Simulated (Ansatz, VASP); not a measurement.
Al3GaN4: VASP beside Ansatz

File INCAR:

```
ALGO = Normal
EDIFF = 1E-6
ENCUT = 520
GGA = PS
ISIF = 2
ISMEAR = 0
LASPH = T
LCHARG = F
LREAL = F
LWAVE = F
NBANDS = 31
NELM = 80
PREC = Accurate
SIGMA = 0.05
```

Contents of KPOINTS:

```
k-points
0
Gamma
  6 6 6
```

The input POSCAR:

```
Al3GaN4
1.0
    4.3630472571     -0.1615208909     -0.1615208909
   -0.1615208909      4.3630472571     -0.1615208909
   -0.1615208909     -0.1615208909      4.3630472571
Al Ga N
3 1 4
Direct
    0.5000000000      0.5000000000      0.0000000000
    0.5000000000      0.0000000000      0.5000000000
    0.0000000000      0.5000000000      0.5000000000
    0.0000000000      0.0000000000      0.0000000000
    0.7447140287      0.7447140287      0.2552859713
    0.7447140287      0.2552859713      0.7447140287
    0.2552859713      0.7447140287      0.7447140287
    0.2552859713      0.2552859713      0.2552859713
```

Input for Ansatz:

```yaml
crystal:
  lattice:
    - [4.3630472571, -0.1615208909, -0.1615208909]
    - [-0.1615208909, 4.3630472571, -0.1615208909]
    - [-0.1615208909, -0.1615208909, 4.3630472571]
  atoms:
    - { symbol: Al, position: [0.5, 0.5, 0.0] }
    - { symbol: Al, position: [0.5, 0.0, 0.5] }
    - { symbol: Al, position: [0.0, 0.5, 0.5] }
    - { symbol: Ga, position: [0.0, 0.0, 0.0] }
    - { symbol: "N", position: [0.7447140287, 0.7447140287, 0.2552859713] }
    - { symbol: "N", position: [0.7447140287, 0.2552859713, 0.7447140287] }
    - { symbol: "N", position: [0.2552859713, 0.7447140287, 0.7447140287] }
    - { symbol: "N", position: [0.2552859713, 0.2552859713, 0.2552859713] }
basis:
  ecutwfc: 520.0
kpoints:
  mp_grid: { grid: [6, 6, 6] }
hamiltonian:
  xc: pbesol
scf:
  occupations: { method: gaussian, width: 0.05 }
output:
  forces: true
  stress: true
  eigenvalues: true
```

Change from the starting cell: equal engineering shear yz, xz and xy -0.0733, equal normal strain along x, y and z -0.0100.

Alike in both runs: task single point; functional PBEsol; k mesh 6 × 6 × 6; occupations gaussian, width 0.05 eV; no spin polarisation.

|  | VASP | Ansatz |
| --- | --- | --- |
| version | VASP 6.6.1 | Ansatz 0.2.0 |
| potentials or method | VASP PAW PBE potentials, release 64 (Al, Ga_d, N), cutoff 520 eV | scalar-relativistic, plane waves, PAW |
| valence electrons in the cell | 42 | 42 |

|  | VASP | Ansatz | Ansatz less VASP |
| --- | --- | --- | --- |
| gap on the k mesh at the Fermi level (eV) | 2.88 | 2.90 | +0.012 |
| least direct gap on the mesh (eV) | 2.88 | 2.90 | +0.012 |
| pressure (GPa) | 11.3 | 11.3 | 0.00 |
| traceless stress, the component that is largest in VASP (GPa) | 19.77 | 19.58 | -0.183 |
| rms of the force components (eV/Å) | 1.253 | 1.240 | -0.0122 |

VASP's potentials were made for PBE, not for PBEsol. Atom by atom the forces differ by 0.025 eV/Å (rms over components). The functional is the same, so the differences come from potentials, cutoffs and numerics.
